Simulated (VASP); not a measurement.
Wanted: the native input for a VASP 6.6.1 run.

- Task: single point
- Functional: PBE
- Potentials or basis: VASP PAW PBE potentials, release 64 (B, N)
- Cutoff: 520 eV
- k mesh: 10 × 10 × 2
- Occupations: gaussian, width 0.05 eV
- Spin: no spin polarisation
- Dipole correction: no
- Further INCAR settings: ALGO = Normal; EDIFF = 1e-06; NBANDS = 36

The structure of BN lies in POSCAR:

```
BN
1.0
    1.8123485118     -1.8123485118      0.0000000000
    1.8123485118      0.0000000000     -1.8123485118
   10.5721538089      5.5880141666      5.5880141666
B N
6 6
Direct
    0.6371701400     -0.3628298600      0.3958000000
    0.1232868067      0.1232868067      0.2291333333
    0.1510534733      0.1510534733      0.5624666667
    0.1788201400      0.1788201400      0.8958000000
   -0.3350631933     -0.3350631933      0.7291333333
    0.6094034733      0.6094034733      0.0624666667
    0.2656409733      0.2656409733      0.4374666667
   -0.2482423600     -0.2482423600      0.2708000000
   -0.2204756933     -0.2204756933      0.6041333333
   -0.1927090267     -0.1927090267      0.9374666667
   -0.7065923600     -0.7065923600      0.7708000000
    0.2378743067      0.2378743067      0.1041333333
```

These files were run (other wordings do the same):

INCAR

```
SYSTEM = BN
PREC = Accurate ; ENCUT = 520
EDIFF = 1E-6 ; ISMEAR = 0
SIGMA = 0.05 ; LREAL = .FALSE.
LASPH = .TRUE. ; NELM = 60
ALGO = Normal ; ISIF = 2
LWAVE = .FALSE. ; LCHARG = .TRUE.
GGA = PE ; LELF = .TRUE.
LVHAR = .TRUE. ; NBANDS = 36
```

KPOINTS

```
Automatic mesh
0
G
  10 10 2
  0 0 0
```

Potentials or basis: VASP PAW PBE potentials, release 64 (B, N).

Run with:

```sh
$ cat potpaw_PBE.64/B/POTCAR potpaw_PBE.64/N/POTCAR > POTCAR
$ mpirun -np 1 vasp_std > vasp.out
```

Results of the run:

```
Pressure               : 0.1 GPa
Largest force          : 1.979 eV/Å
Band gap on the k mesh : 3.90 eV (least direct gap 5.60 eV)
```

Caveat: forces of over 1 eV/Å act on the atoms, so gaps and moduli don't describe the material at rest.

Run time: 2.2 min on 1 thread of Intel(R) Xeon(R) Platinum 8488C (Sapphire Rapids), on a shared host, peak memory 0.25 GiB.
